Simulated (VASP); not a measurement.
# Rh (Im-3m) in VASP: further runs, part 2 of 2

VASP 6.6.1. The steps go on from the part before.

### 3 Single point, PBEsol (volume scaled by 1.04)

Contents of INCAR:

```
SYSTEM = Rh
  PREC = Accurate
  ENCUT = 520
  EDIFF = 1E-6
  ISMEAR = -1
  SIGMA = 0.1
  LREAL = .FALSE.
  LASPH = .TRUE.
  NELM = 100
  ALGO = Normal
  ISIF = 2
  LWAVE = .FALSE.
  LCHARG = .FALSE.
  GGA = PS
  NBANDS = 14
```

Contents of KPOINTS:

```
regular mesh
0
G
  16 16 16
  0 0 0
```

Contents of POSCAR:

```
Rh
1.0
   -1.5352269125      1.5352269125      1.5352269125
    1.5352269125     -1.5352269125      1.5352269125
    1.5352269125      1.5352269125     -1.5352269125
Rh
1
Direct
    0.0000000000      0.0000000000      0.0000000000
```

Potentials or basis: VASP PAW PBE potentials, release 64 (Rh_pv).

Run with:

```console
$ cat potpaw_PBE.64/Rh_pv/POTCAR > POTCAR
$ mpirun -np 1 vasp_std > vasp.out
```

OUTCAR:

```text
SYSTEM = Rh
   PREC = Accurate
   ENCUT = 520
   EDIFF = 1E-6
   ISMEAR = -1
   LREAL = .FALSE.
   LASPH = .TRUE.
   NELM = 100
   ISIF = 2
   GGA = PS

 ion  position               nearest neighbor table
   1  0.000  0.000  0.000-

  LATTYP: Found a body centered cubic cell.
 ALAT       =     3.0704538250

  Lattice vectors:

 A1 = (  -1.5352269125,   1.5352269125,   1.5352269125)
 A2 = (   1.5352269125,  -1.5352269125,   1.5352269125)
 A3 = (   1.5352269125,   1.5352269125,  -1.5352269125)

Analysis of symmetry for initial positions (statically):
=====================================================================
 Subroutine PRICEL returns:
 Original cell was already a primitive cell.

 Routine SETGRP: Setting up the symmetry group for a
 body centered cubic supercell.

 Subroutine GETGRP returns: Found 48 space group operations
[... 9 lines left out ...]

 Routine SETGRP: Setting up the symmetry group for a
 body centered cubic supercell.

 Subroutine GETGRP returns: Found 48 space group operations
[... 11 lines left out ...]
                                     Primitive cell

  volume of cell :      14.4736

[... 136 lines left out ...]
 cond. band min:      10.6921868422   @ k =  -0.4375   0.4375   0.3750
 fundamental gap:      0.0110293180
 Fermi energy:        10.6847776147

 k-point     1 :       0.0000    0.0000    0.0000
  band No.  band energies     occupation
      1     -35.2590      2.00000
      2     -35.2590      2.00000
      3     -35.2590      2.00000
      4       3.1659      2.00000
      5       7.9109      2.00000
      6       7.9109      2.00000
      7       7.9109      2.00000
      8      10.2578      1.97242
      9      10.2578      1.97242
     10      29.0422      0.00000
     11      29.0422      0.00000
     12      29.0422      0.00000
     13      31.6375      0.00000
     14      38.6662      0.00000
[... 377 lines left out ...]
      1     -35.7523      2.00000
      2     -35.4652      2.00000
      3     -35.3117      2.00000
      4       5.9922      2.00000
      5       6.9359      2.00000
      6       7.9326      2.00000
      7       9.8417      1.99956
      8      10.6945      0.95125
      9      12.9020      0.00000
     10      23.4326      0.00000
     11      24.9449      0.00000
     12      28.9589      0.00000
     13      31.6431      0.00000
     14      32.8235      0.00000

 [... further k-points ...]
[... 5 lines left out ...]
  --------------------------------------------------------------------------------------
  -------------------------------------------------------------------------------------
  Total       -0.8609365     -0.8609365     -0.8609365      0.0000000      0.0000000      0.0000000
  in kB      -95.3024309    -95.3024309    -95.3024309      0.0000000      0.0000000      0.0000000
  external PRESSURE =     -95.3024309 kB  Pullay stress =       0.0000000 kB

 VOLUME and BASIS-vectors are now :
 -----------------------------------------------------------------------------
  energy-cutoff  :      520.00
  volume of cell :       14.47
      direct lattice vectors                 reciprocal lattice vectors
    -1.535226912  1.535226912  1.535226912     0.000000000  0.325684754  0.325684754
     1.535226912 -1.535226912  1.535226912     0.325684754  0.000000000  0.325684754
     1.535226912  1.535226912 -1.535226912     0.325684754  0.325684754  0.000000000

 POSITION                                       TOTAL-FORCE (eV/Angst)
 -----------------------------------------------------------------------------------
      0.00000      0.00000      0.00000        -0.000000     -0.000000      0.000000
 -----------------------------------------------------------------------------------
    total drift:                               -0.000000     -0.000000      0.000000

  FREE ENERGIE OF THE ION-ELECTRON SYSTEM (eV)
  ---------------------------------------------------
  free  energy   TOTEN  =        -7.7706794697 eV

  energy  without entropy=       -7.6924501756  energy(sigma->0) =       -7.73156482
```

OSZICAR:

```text
N       E                     dE             d eps       ncg     rms          rms(c)
DAV:   1     0.118995217515E+03    0.11900E+03   -0.87397E+03  4076   0.114E+03
DAV:   2    -0.674958081271E+01   -0.12574E+03   -0.12032E+03  4474   0.337E+02
DAV:   3    -0.830106130752E+01   -0.15515E+01   -0.15480E+01  4924   0.413E+01
DAV:   4    -0.830720624226E+01   -0.61449E-02   -0.61438E-02  4786   0.266E+00
DAV:   5    -0.830726472397E+01   -0.58482E-04   -0.58482E-04  4934   0.229E-01    0.100E+01
DAV:   6    -0.778899735518E+01    0.51827E+00   -0.98054E-01  4450   0.129E+01    0.339E+00
DAV:   7    -0.777450541439E+01    0.14492E-01   -0.18353E-02  5032   0.139E+00    0.168E+00
DAV:   8    -0.777076439687E+01    0.37410E-02   -0.33765E-03  4336   0.772E-01    0.145E-01
DAV:   9    -0.777067564452E+01    0.88752E-04   -0.96450E-05  4762   0.135E-01    0.240E-02
DAV:  10    -0.777067935621E+01   -0.37117E-05   -0.22388E-06  4512   0.173E-02    0.160E-03
DAV:  11    -0.777067946971E+01   -0.11350E-06   -0.11190E-07  2360   0.428E-03
   1 F= -.77706795E+01 E0= -.77315648E+01  d E =-.782293E-01
```

stdout:

```text
POSCAR found type information on POSCAR Rh
 POSCAR found :  1 types and       1 ions
 scaLAPACK will be used
 -----------------------------------------------------------------------------
|                                                                             |
|                                                                             |
|     You enforced a specific xc type in the INCAR file but a different       |
|     I HOPE YOU KNOW WHAT YOU ARE DOING!                                     |
|                                                                             |
 -----------------------------------------------------------------------------

 LDA part: xc-table for (Slater+PW92), standard interpolation
 POSCAR, INCAR and KPOINTS ok, starting setup
 FFT: planning ... GRIDC
 FFT: planning ... GRID_SOFT
 FFT: planning ... GRID
 WAVECAR not read
 entering main loop
```

Run time: 18 s. Hardware: 1 thread of AMD EPYC 7R43 (Zen 3), shared host; peak memory 0.11 GiB.

Results:

- Free energy: -7.7707 eV
- Pressure: -9.5 GPa

Levels at points of the mesh, in eV from the Fermi level:
```csv
k point,band 5,band 6,band 7,band 8,band 9,band 10,band 11,band 12
"(0.00, 0.00, 0.00)",-2.77,-2.77,-2.77,-0.43,-0.43,18.36,18.36,18.36
"(0.50, 0.00, 0.00)",-4.22,-0.49,-0.10,1.26,1.52,8.94,14.48,18.02
"(0.50, 0.50, 0.50)",-5.55,1.04,1.04,1.04,9.22,9.22,9.22,18.69
```

Caveat: the cell differs from its parent crystal (volume scaled by 1.04); the PAW data sets were made with another functional, which shifts forces and pressure a little.

### 4 Single point, PBEsol (volume scaled by 1.08)

Contents of INCAR:

```
PREC = Accurate
ENCUT = 520
EDIFF = 1E-7
ISMEAR = -1
SIGMA = 0.1
LREAL = F
LASPH = T
NELM = 60
ALGO = Normal
ISIF = 2
LWAVE = F
LCHARG = F
GGA = PS
NBANDS = 14
```

Contents of KPOINTS:

```
Automatic mesh
0
Gamma
  16 16 16
```

Contents of POSCAR:

```
Rh
1.0
   -1.5546622278      1.5546622278      1.5546622278
    1.5546622278     -1.5546622278      1.5546622278
    1.5546622278      1.5546622278     -1.5546622278
Rh
1
Direct
    0.0000000000      0.0000000000      0.0000000000
```

Run with:

```console
$ cat potpaw_PBE.64/Rh_pv/POTCAR > POTCAR
$ mpirun -np 1 vasp_std > vasp.out
```

Wall time 19 s (1 thread of AMD EPYC 7R43 (Zen 3), shared host); peak memory 0.11 GiB.

Results (log left out):

```yaml
Free_energy: -7.7246 eV
Pressure: -16.9 GPa
```

Levels at points of the mesh, in eV from the Fermi level:
```tsv
k point	band 4	band 5	band 6	band 7	band 8	band 9	band 10	band 11	band 12	band 13
(0.00, 0.00, 0.00)	-7.26	-2.62	-2.62	-2.62	-0.40	-0.40	18.29	18.29	18.29	21.04
(0.50, 0.00, 0.00)	-5.30	-3.98	-0.47	-0.10	1.29	1.42	8.55	14.39	17.61	21.04
(0.50, 0.50, 0.50)	-5.23	-5.23	0.97	0.97	0.97	9.04	9.04	9.04	18.05	18.16
```

Caveat: the cell differs from its parent crystal (volume scaled by 1.08); the PAW data sets were made with another functional, which shifts forces and pressure a little.

### 5 Single point, PBEsol (volume scaled by 1.12)

Contents of INCAR:

```
SYSTEM = Rh
PREC = Accurate ; ENCUT = 520
EDIFF = 1E-7 ; ISMEAR = -1
SIGMA = 0.1 ; LREAL = .False.
LASPH = .True. ; NELM = 100
ALGO = Normal ; ISIF = 2
LWAVE = .False. ; LCHARG = .True.
GGA = PS ; LELF = .True.
LVHAR = .True. ; NBANDS = 14
```

Contents of KPOINTS:

```
Automatic mesh
0
Gamma
  16 16 16
  0 0 0
```

Contents of POSCAR:

```
Rh
1.0
   -1.5736233919      1.5736233919      1.5736233919
    1.5736233919     -1.5736233919      1.5736233919
    1.5736233919      1.5736233919     -1.5736233919
Rh
1
Direct
    0.0000000000      0.0000000000      0.0000000000
```

Run with:

```console
$ cat potpaw_PBE.64/Rh_pv/POTCAR > POTCAR
$ mpirun -np 1 vasp_std > vasp.out
```

Wall time 23 s (1 thread of AMD EPYC 7R43 (Zen 3), shared host); peak memory 0.11 GiB.

It converged, with:

- Free energy: -7.6558 eV
- Pressure: -22.6 GPa

Levels at points of the mesh, in eV from the Fermi level:
```
           k point  band 4  band 5  band 6  band 7  band 8  band 9  band 10  band 11  band 12  band 13
(0.00, 0.00, 0.00)   -7.01   -2.48   -2.48   -2.48   -0.37   -0.37    18.21    18.21    18.21    21.12
(0.50, 0.00, 0.00)   -5.03   -3.77   -0.45   -0.10    1.32    1.33     8.19    14.30    17.21    21.12
(0.50, 0.50, 0.50)   -4.94   -4.94    0.91    0.91    0.91    8.87     8.87     8.87    17.40    17.67
```

Caveat: the cell differs from its parent crystal (volume scaled by 1.12); the PAW data sets were made with another functional, which shifts forces and pressure a little.

### 6 Relaxation of cell and atoms, PBEsol

This run uses another cell than the first one, of 13.75 Å³/atom, 0.988 times its volume.

Contents of INCAR:

```
ALGO     = Normal         # electronic algorithm
EDIFF    = 1E-6           # SCF threshold, eV
EDIFFG   = -0.01          # ionic threshold
ENCUT    = 600            # plane-wave cutoff, eV
GGA      = PS             # functional
IBRION   = 2              # ionic algorithm
ISIF     = 3              # what is computed and relaxed
ISMEAR   = -1             # smearing method
LASPH    = T              # aspherical terms in the spheres
LCHARG   = F              # write CHGCAR
LREAL    = F              # projectors in reciprocal space
LWAVE    = F              # write WAVECAR
NELM     = 100            # most SCF steps
NSW      = 80             # ionic steps
PREC     = Accurate       # precision mode
SIGMA    = 0.1            # smearing width, eV
```

Contents of KPOINTS:

```
k-points
0
Gamma
  15 15 15
```

Contents of POSCAR:

```
Rh
1.0
   -1.5092612352      1.5092612352      1.5092612352
    1.5092612352     -1.5092612352      1.5092612352
    1.5092612352      1.5092612352     -1.5092612352
Rh
1
Direct
    0.0000000000      0.0000000000      0.0000000000
```

Potentials or basis: VASP PAW PBE potentials, release 64 (Rh_pv).

Run with:

```console
$ cat potpaw_PBE.64/Rh_pv/POTCAR > POTCAR
$ mpirun -np 1 vasp_std > vasp.out
```

Run time: 48 s. Hardware: 1 thread of AMD EPYC 7R43 (Zen 3), shared host; peak memory 0.12 GiB.

Results (log left out):

| Property | Result |
| --- | --- |
| Free energy | -7.7859 eV |
| Relaxed volume | 13.91 Å³/atom |
| Relaxed cell | a = 2.624 Å, b = 2.624 Å, c = 2.624 Å, α = 109.47°, β = 109.47°, γ = 109.47° |
| Space group after relaxing (to 0.05 Å) | Im-3m (No. 229) |
| Energy gained by relaxing | 1.5 meV/atom |
| Ionic steps | 3 |
| Pressure after relaxing | 0.0 GPa |

The path:
```tsv
step	energy change (eV)	largest force (eV/Å)	pressure (GPa)	volume (Å³)
1	0.0000	0.0000	3.12	13.75
2	0.0068	0.0000	-6.79	14.29
3	-0.0015	0.0000	-0.01	13.91
```

Final structure:
```
CELL_PARAMETERS angstrom
-1.51502 1.51502 1.51502
1.51502 -1.51502 1.51502
1.51502 1.51502 -1.51502
ATOMIC_POSITIONS crystal
Rh 0.00000 0.00000 0.00000
```

Levels at points of the mesh, in eV from the Fermi level:
```
           k point  band 6  band 7  band 8  band 9  band 10  band 11
(0.00, 0.00, 0.00)   -2.96   -2.96   -0.47   -0.47    18.40    18.40
```

Caveat: the PAW data sets were made with another functional, which shifts forces and pressure a little.

### 7 Single point, PBEsol

Contents of INCAR:

```
SYSTEM = Rh
PREC = Accurate
ENCUT = 520
EDIFF = 1E-6
ISMEAR = -1
SIGMA = 0.1
LREAL = .False.
LASPH = .True.
NELM = 100
ALGO = Normal
ISIF = 2
LWAVE = .False.
LCHARG = .False.
GGA = PS
NBANDS = 14
```

Contents of KPOINTS:

```
Automatic mesh
0
Gamma
  24 24 24
  0 0 0
```

Contents of POSCAR:

```
Rh
1.0
   -1.5152866436      1.5152866436      1.5152866436
    1.5152866436     -1.5152866436      1.5152866436
    1.5152866436      1.5152866436     -1.5152866436
Rh
1
Direct
    0.0000000000      0.0000000000      0.0000000000
```

Run with:

```console
$ cat potpaw_PBE.64/Rh_pv/POTCAR > POTCAR
$ mpirun -np 1 vasp_std > vasp.out
```

Wall time 56 s (1 thread of AMD EPYC 7R43 (Zen 3), shared host); peak memory 0.15 GiB.

It converged, with:

```yaml
Free_energy: -7.7870 eV
Pressure: -0.1 GPa
```

Levels at points of the mesh, in eV from the Fermi level:
| k point | band 4 | band 5 | band 6 | band 7 | band 8 | band 9 | band 10 | band 11 |
| --- | --- | --- | --- | --- | --- | --- | --- | --- |
| (0.00, 0.00, 0.00) | -7.80 | -2.95 | -2.95 | -2.95 | -0.47 | -0.47 | 18.41 | 18.41 |
| (0.50, 0.00, 0.00) | -5.92 | -4.49 | -0.53 | -0.11 | 1.23 | 1.62 | 9.36 | 14.54 |
| (0.50, 0.50, 0.50) | -5.91 | -5.91 | 1.10 | 1.10 | 1.10 | 9.41 | 9.41 | 9.41 |

Caveat: the PAW data sets were made with another functional, which shifts forces and pressure a little.

### 8 Overview

| task | cell | k mesh | cutoff (eV) | gap on the mesh (eV) | pressure (GPa) |
| --- | --- | --- | --- | --- | --- |
| single point | a = 2.625 Å, angles 109.5°, 1 atom | 16 × 16 × 16 | 520 | none | -0.1 |
| single point | a = 2.659 Å, angles 109.5°, 1 atom | 16 × 16 × 16 | 520 | none | -9.5 |
| single point | a = 2.693 Å, angles 109.5°, 1 atom | 16 × 16 × 16 | 520 | none | -16.9 |
| single point | a = 2.726 Å, angles 109.5°, 1 atom | 16 × 16 × 16 | 520 | none | -22.6 |
| relaxation of cell and atoms | relaxed from a = 2.614 Å, angles 109.5°, 1 atom | 15 × 15 × 15 | 600 | none | 0.0 |
| single point | a = 2.625 Å, angles 109.5°, 1 atom | 24 × 24 × 24 | 520 | none | -0.1 |

Alike in all rows: level PBEsol; potentials or basis VASP PAW PBE potentials, release 64 (Rh_pv); no spin polarisation; smearing fermi-dirac 0.1 eV.

Caveats: the PAW data sets were made with another functional, which shifts forces and pressure a little.

Total energies depend on the potentials used, so only differences within one code and one set of settings carry meaning.
